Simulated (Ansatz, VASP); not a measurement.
**K in VASP and in Ansatz**

```xyz
8
Lattice="8.2942 0.0000 0.0000 0.0000 8.2942 0.0000 0.0000 0.0000 8.2942" Properties=species:S:1:pos:R:3 pbc="T T T"
K     0.0000    0.0000    0.0000
K     4.1471    4.1471    4.1471
K     2.0735    0.0000    4.1471
K     6.2206    0.0000    4.1471
K     4.1471    2.0735    0.0000
K     4.1471    6.2206    0.0000
K     0.0000    4.1471    2.0735
K     0.0000    4.1471    6.2206
```

Alike in both runs: task relaxation of cell and atoms; functional LDA; k mesh 3 × 3 × 3; occupations fermi-dirac, width 0.1 eV; no spin polarisation.

|  | VASP | Ansatz |
| --- | --- | --- |
| version | VASP 6.6.1 | Ansatz 0.2.0 |
| potentials or method | VASP PAW LDA potentials, release 64 (K_sv), cutoff 600 eV | plane waves (420 eV) with PAW, scalar-relativistic |
| valence electrons in the cell | 72 | 72 |

VASP gave:

| Item | Value |
| --- | --- |
| relaxed volume (Å³/atom) | 64.96 |
| relaxed length of the cell vector where the two differ most in proportion (Å) | 8.040 |

What did Ansatz give for the same quantities?

Relaxed volume (Å³/atom): 65.14; relaxed length of the cell vector where the two differ most in proportion (Å): 8.047.

Ansatz warns that its potentials were made for another functional, while VASP's fit it. LDA's correlation is that of Perdew and Zunger in VASP and of Perdew and Wang (1992) in Ansatz.
